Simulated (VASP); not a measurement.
A run of VASP 6.6.1 is set up as follows.

Contents of INCAR:

```
SYSTEM = Si16Ge
ALGO = Normal
EDIFF = 1E-6
ENCUT = 520
GGA = PE
ISIF = 2
ISMEAR = 0
LASPH = .True.
LCHARG = .False.
LREAL = Auto
LWAVE = .False.
NBANDS = 53
NELM = 100
PREC = Accurate
SIGMA = 0.05
```

Contents of KPOINTS:

```
k-points
0
Gamma
  2 2 2
  0 0 0
```

Contents of POSCAR:

```
Si16Ge
1.0
    0.0000000000      5.4300000000      5.4300000000
    5.4300000000      0.0000000000      5.4300000000
    5.4300000000      5.4300000000      0.0000000000
Si Ge
16 1
Direct
   -0.0068243094      0.0193432781     -0.0047924494
    0.1055308471      0.1687279006      0.1077194291
   -0.0240675875      0.0066147330      0.5068119705
    0.1124159300      0.1242643646      0.6245030387
    0.0222430018      0.5250107735      0.0251986188
    0.1482194291      0.6507568140      0.1509897790
   -0.0068202578      0.4949731123      0.5195561694
    0.1055093002      0.6074860958      0.6689837017
    0.5043471455      0.0064559853     -0.0216591160
    0.6224584715      0.1244628913      0.1141078269
    0.4829120626     -0.0155638122      0.4846726519
    0.6071536832      0.1092448435      0.6094689687
    0.5167504604      0.4951819521     -0.0045928177
    0.6661767956      0.6076344383      0.1078169429
    0.5043967772      0.4780822284      0.5066726519
    0.6224568140      0.6138743094      0.6246883057
    0.2906894107      0.7932997238      0.2935186924
```

Potentials or basis: VASP PAW PBE potentials, release 64 (Si, Ge_d).

The run is started by

```sh
$ cat potpaw_PBE.64/Si/POTCAR potpaw_PBE.64/Ge_d/POTCAR > POTCAR
$ mpirun -np 1 vasp_std > vasp.out
```

(1) Estimate the pressure.

(2) Estimate the largest force.

(3) Estimate the band gap on the k mesh.

Results:

(1) 5.5 GPa.

(2) 0.076 eV/Å.

(3) zero (band 39 reaches 6.79 eV, above the bottom of band 40 at 6.71 eV).

Caveat: the k points lie up to 0.50 Å⁻¹ apart.
